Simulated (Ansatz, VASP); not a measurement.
## InPd: VASP beside Ansatz

```
In Pd
1.0
     0.00000    2.61119    2.61119
     2.61119    0.00000    2.61119
     2.61119    2.61119    0.00000
In Pd
1 1
Direct
  0.00000 0.00000 0.00000
  0.50000 0.50000 0.50000
```

Change from the starting cell: species swapped into the PrS type (Fm-3m, No. 225).

Alike in both runs: task single point; functional PBE; k mesh 6 × 6 × 6; occupations gaussian, width 0.1 eV; no spin polarisation.

```csv
,VASP,Ansatz
version,VASP 6.6.1,Ansatz 0.2.0
potentials or method,"VASP PAW PBE potentials, release 64 (In_d, Pd), cutoff 520 eV","scalar-relativistic, plane waves, PAW"
valence electrons in the cell,23,31
```

|  | VASP | Ansatz | Ansatz less VASP |
| --- | --- | --- | --- |
| gap on the k mesh at the Fermi level (eV) | none | none | - |
| pressure (GPa) | 19.3 | 19.2 | -0.15 |

A gap of «none» marks a metal or a gap that the smearing closes. VASP's potentials hold 23 valence electrons a cell and Ansatz's 31, so a difference there can come from the potentials and not from the codes.
